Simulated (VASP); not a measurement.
# Mo in VASP: a series of runs, part 2 of 2

VASP 6.6.1. Earlier steps stand in the parts before.

## (3) Single point, PBE

The input, INCAR:

```
PREC     = Accurate       # precision mode
ENCUT    = 400            # plane-wave cutoff, eV
EDIFF    = 1E-6           # SCF threshold, eV
ISMEAR   = 1              # smearing method
SIGMA    = 0.1            # smearing width, eV
LREAL    = F              # projectors in reciprocal space
LASPH    = T              # aspherical terms in the spheres
NELM     = 120            # most SCF steps
ALGO     = Normal         # electronic algorithm
ISIF     = 2              # what is computed and relaxed
LWAVE    = F              # write WAVECAR
LCHARG   = F              # write CHGCAR
LDIPOL   = T            
IDIPOL   = 3            
DIPOL    = 0.5 0.5 0.681
GGA      = PE             # functional
NBANDS   = 66             # bands
GGA_COMPAT= F            
NELMDL   = -8
```

The input, KPOINTS:

```
regular mesh
0
Gamma
  8 8 1
```

The input, POSCAR:

```
Mo
1.0
    4.2272125009      0.0000000000      0.0000000000
    0.0000000000      4.2272125009      0.0000000000
    0.0000000000      0.0000000000     29.1035349734
Mo
8
Direct
    0.0000000000      0.0000000000      0.6048423956
    0.5000000000      0.5000000000      0.5883183126
    0.0000000000      0.5000000000      0.6525085679
    0.5000000000      0.0000000000      0.6525085679
    0.0000000000      0.0000000000      0.7114220676
    0.5000000000      0.5000000000      0.7117895405
    0.0000000000      0.5000000000      0.7631265252
    0.5000000000      0.0000000000      0.7631265252
```

Potentials or basis: VASP PAW PBE potentials, release 64 (Mo_sv).

The run is started by

```sh
$ cat potpaw_PBE.64/Mo_sv/POTCAR > POTCAR
$ mpirun -np 1 vasp_std > vasp.out
```

OUTCAR:

```text
PREC = Accurate
   ENCUT = 400
   EDIFF = 1E-6
   ISMEAR = 1
   LREAL = F
   LASPH = T
   NELM = 120
   ISIF = 2
   GGA = PE
   NELMDL = -8

 ion  position               nearest neighbor table
   1  0.000  0.000  0.605-   3 2.53   4 2.53   3 2.53   4 2.53   2 3.03   2 3.03   2 3.03   2 3.03
                             5 3.10
   2  0.500  0.500  0.588-   3 2.82   4 2.82   4 2.82   3 2.82   1 3.03   1 3.03   1 3.03   1 3.03

   3  0.000  0.500  0.653-   1 2.53   1 2.53   5 2.72   5 2.72   6 2.73   6 2.73   2 2.82   2 2.82
                             4 2.99   4 2.99   4 2.99   4 2.99   7 3.22
   4  0.500  0.000  0.653-   1 2.53   1 2.53   5 2.72   5 2.72   6 2.73   6 2.73   2 2.82   2 2.82
                             3 2.99   3 2.99   3 2.99   3 2.99   8 3.22
   5  0.000  0.000  0.711-   7 2.59   8 2.59   7 2.59   8 2.59   3 2.72   3 2.72   4 2.72   4 2.72
                             6 2.99   6 2.99   6 2.99   6 2.99   1 3.10
   6  0.500  0.500  0.712-   7 2.59   8 2.59   8 2.59   7 2.59   4 2.73   3 2.73   3 2.73   4 2.73
                             5 2.99   5 2.99   5 2.99   5 2.99
   7  0.000  0.500  0.763-   6 2.59   6 2.59   5 2.59   5 2.59   8 2.99   8 2.99   8 2.99   8 2.99
                             3 3.22
   8  0.500  0.000  0.763-   6 2.59   6 2.59   5 2.59   5 2.59   7 2.99   7 2.99   7 2.99   7 2.99
                             4 3.22

  LATTYP: Found a simple tetragonal cell.
 ALAT       =     4.2272125009
 C/A-ratio  =     6.8848052865

  Lattice vectors:

 A1 = (   4.2272125009,   0.0000000000,   0.0000000000)
 A2 = (   0.0000000000,   4.2272125009,   0.0000000000)
 A3 = (   0.0000000000,   0.0000000000,  29.1035349734)

Analysis of symmetry for initial positions (statically):
=====================================================================
 Subroutine PRICEL returns:
 Original cell was already a primitive cell.

 Routine SETGRP: Setting up the symmetry group for a
 simple tetragonal supercell.

 Subroutine GETGRP returns: Found  8 space group operations
 (whereof  8 operations were pure point group operations)
 out of a pool of 16 trial point group operations.

The static configuration has the point symmetry C_4v.

Analysis of symmetry for dynamics (positions and initial velocities):
=====================================================================
 Subroutine PRICEL returns:
 Original cell was already a primitive cell.

 Routine SETGRP: Setting up the symmetry group for a
 simple tetragonal supercell.

 Subroutine GETGRP returns: Found  8 space group operations
 (whereof  8 operations were pure point group operations)
 out of a pool of 16 trial point group operations.

The dynamic configuration has the point symmetry C_4v.

 Subroutine INISYM returns: Found  8 space group operations
 (whereof  8 operations are pure point group operations),
 and found     1 'primitive' translations

----------------------------------------------------------------------------------------

                                     Primitive cell

  volume of cell :     520.0605

  direct lattice vectors                    reciprocal lattice vectors
[... 72 lines left out ...]
   number of dos      NEDOS =    301   number of ions     NIONS =      8
   total plane-waves  NPLWV = 150528
   dimension x,y,z NGX =    28 NGY =   28 NGZ =  192
   dimension x,y,z NGXF=    56 NGYF=   56 NGZF=  384
   ions per type =               8
   NGX,Y,Z   is equivalent  to a cutoff of  11.01, 11.01, 10.97 a.u.
   NGXF,Y,Z  is equivalent  to a cutoff of  22.02, 22.02, 21.93 a.u.
 SYSTEM =  unknown system
   PREC   = accura    normal or accurate (medium, high low for compatibility)
   ISTART =      0    job   : 0-new  1-cont  2-samecut
   ICHARG =      2    charge: 1-file 2-atom 10-const
   ISPIN  =      1    spin polarized calculation?
   LNONCOLLINEAR =      F non collinear calculations
   LSORBIT =      F    spin-orbit coupling
   LASPH  =      T    aspherical Exc in radial PAW
   ENCUT  =  400.0 eV  29.40 Ry    5.42 a.u.   6.89  6.89 47.46*2*pi/ulx,y,z
   NELM   =    120;   NELMIN=  2; NELMDL= -8     # of ELM steps
   EDIFF  = 0.1E-05   stopping-criterion for ELM
   LREAL  =      F    real-space projection
   EDIFFG = 0.1E-04   stopping-criterion for IOM
   NSW    =      0    number of steps for IOM
   IBRION =     -1    ionic relax: 0-MD 1-quasi-New 2-CG
   NFREE  =      0    steps in history (QN), initial steepest desc. (CG)
   ISIF   =      2    stress and relaxation
   ISYM   =      2    0-nonsym 1-usesym 2-fastsym
   POTIM  = 0.5000    time-step for ionic-motion
   TEBEG  =    0.0;   TEEND  =   0.0 temperature during run
   PSTRESS=    0.0 pullay stress
   NELECT =     112.0000    total number of electrons
   NUPDOWN=      -1.0000    fix difference up-down
   EMIN   =  10.00;   EMAX   =-10.00  energy-range for DOS
   EFERMI =   0.00;   METHOD = LEGACY
   ISMEAR =     1;   SIGMA  =   0.10  broadening in eV -4-tet -1-fermi 0-gaus
   EFERMI_NEDOS =   21; number of points for ismear=-14 and -15
   IALGO  =     38    algorithm
   IMIX   =      4    mixing-type and parameters
     AMIX     =   0.40;   BMIX     =  1.00
     AMIX_MAG =   1.60;   BMIX_MAG =  1.00
  volume/ion in A,a.u.               =      65.01       438.69
  Fermi-wavevector in a.u.,A,eV,Ry     =   0.981287  1.854364 13.101388  0.962925
  Thomas-Fermi vector in A             =   2.112282
   LORBIT       =      0    0 simple, 1 ext, 2 COOP (PROOUT), +10 PAW based schemes
   GGA     = PE    functional components
   LHFCALC =     F    Hartree Fock is set to
   AEXX    =    0.0000 exact exchange contribution
   IVDW    =     0    specifies the selected vdW correction
   LEPSILON=     F    determine dielectric tensor
   LRPA    =     F    only Hartree local field effects (RPA)
 non-spin polarized calculation
 Methfessel and Paxton  Order N= 1 SIGMA  =   0.10
  energy-cutoff  :      400.00
  volume of cell :      520.06
 maximum number of plane-waves:      9498
 NGX is ok and might be reduce to    28
   NGX = 13   NGY = 13   NGZ = 95

 dipolmoment           0.000000      0.000000      0.000419 electrons x Angstroem

 number of electron     112.0000057 magnetization

 dipolmoment           0.000000      0.000000     -0.001490 electrons x Angstroem

 Free energy of the ion-electron system (eV)
  ---------------------------------------------------
  ext. energy  EPLUGINS =         0.00000000
  ---------------------------------------------------
  free energy    TOTEN  =       -78.92785326 eV

  energy without entropy =      -78.93121957  energy(sigma->0) =      -78.92897536

 E-fermi :   0.0174     XC(G=0):  -3.9621

 val. band max:        0.0118183654   @ k =   0.5000   0.3750   0.0000
 cond. band min:       0.0365885834   @ k =   0.1250   0.1250   0.0000
 fundamental gap:      0.0247702179
 Fermi energy:         0.0173827412

 k-point     1 :       0.0000    0.0000    0.0000
  band No.  band energies     occupation
      1     -60.9790      2.00000
      2     -60.7843      2.00000
      3     -60.7362      2.00000
      4     -60.6795      2.00000
      5     -60.6194      2.00000
      6     -60.4350      2.00000
[... 1024 lines left out ...]
     65       2.0888      0.00000
     66       2.3674      0.00000

------------------------ aborting loop because EDIFF is reached ----------------------------------------

 vacuum level on the upper side and lower side of the slab       (xc-potential included)        -0.015         0.000

  FORCE on cell =-STRESS in cart. coord.  units (eV):
  Direction    XX          YY          ZZ          XY          YZ          ZX
  --------------------------------------------------------------------------------------
  -------------------------------------------------------------------------------------
  Total        5.7808163      5.7808163     -1.3556131      0.0000000      0.0000000      0.0000000
  in kB       17.8092590     17.8092590     -4.1763073      0.0000000      0.0000000      0.0000000
  external PRESSURE =      10.4807369 kB  Pullay stress =       0.0000000 kB

 VOLUME and BASIS-vectors are now :
 -----------------------------------------------------------------------------
  energy-cutoff  :      400.00
  volume of cell :      520.06
      direct lattice vectors                 reciprocal lattice vectors
     4.227212501  0.000000000  0.000000000     0.236562510  0.000000000  0.000000000
     0.000000000  4.227212501  0.000000000     0.000000000  0.236562510  0.000000000
     0.000000000  0.000000000 29.103534973     0.000000000  0.000000000  0.034360087

 POSITION                                       TOTAL-FORCE (eV/Angst)
 -----------------------------------------------------------------------------------
      0.00000      0.00000     17.60305        -0.000000      0.000000     -1.710006
      2.11361      2.11361     17.12214         0.000000      0.000000      2.011920
      0.00000      2.11361     18.99031        -0.000000      0.000000     -0.259961
      2.11361      0.00000     18.99031        -0.000000      0.000000     -0.259961
      0.00000      0.00000     20.70490        -0.000000      0.000000      0.030937
      2.11361      2.11361     20.71559        -0.000000     -0.000000     -0.144116
      0.00000      2.11361     22.20968        -0.000000      0.000000      0.165593
      2.11361      0.00000     22.20968        -0.000000      0.000000      0.165593
 -----------------------------------------------------------------------------------
    total drift:                                0.000000      0.000000     -0.001189

  FREE ENERGIE OF THE ION-ELECTRON SYSTEM (eV)
  ---------------------------------------------------
  free  energy   TOTEN  =       -78.9278532565 eV

  energy  without entropy=      -78.9312195673  energy(sigma->0) =      -78.92897536

 vacuum level on the upper side and lower side of the slab         3.996         4.011
```

It took 13 min on 1 thread of Oxide Virtual Turin-like, shared host; peak memory 0.47 GiB.

Results:

* Free energy: -78.9279 eV
* Largest force: 2.012 eV/Å
* Band gap on the k mesh: zero (bands 56 and 57 overlap by 0.52 eV)

Forces on the atoms (eV/Å):
```
Mo   0.000  0.000 -1.710
Mo   0.000  0.000  2.012
Mo   0.000  0.000 -0.260
Mo   0.000  0.000 -0.260
Mo   0.000  0.000  0.031
Mo   0.000  0.000 -0.144
Mo   0.000  0.000  0.166
Mo   0.000  0.000  0.166
```

Levels at points of the mesh, in eV from the Fermi level:
| k point | band 54 | band 55 | band 56 | band 57 | band 58 | band 59 |
| --- | --- | --- | --- | --- | --- | --- |
| (0.00, 0.00, 0.00) | -0.27 | -0.14 | -0.06 | 0.50 | 0.78 | 1.19 |
| (0.50, 0.00, 0.00) | -0.66 | -0.47 | -0.27 | -0.25 | 0.26 | 0.50 |
| (0.50, 0.50, 0.00) | -0.44 | -0.35 | -0.24 | 0.34 | 0.35 | 0.35 |

The gap in the log of VASP goes by the Fermi energy; the results here count the filled bands.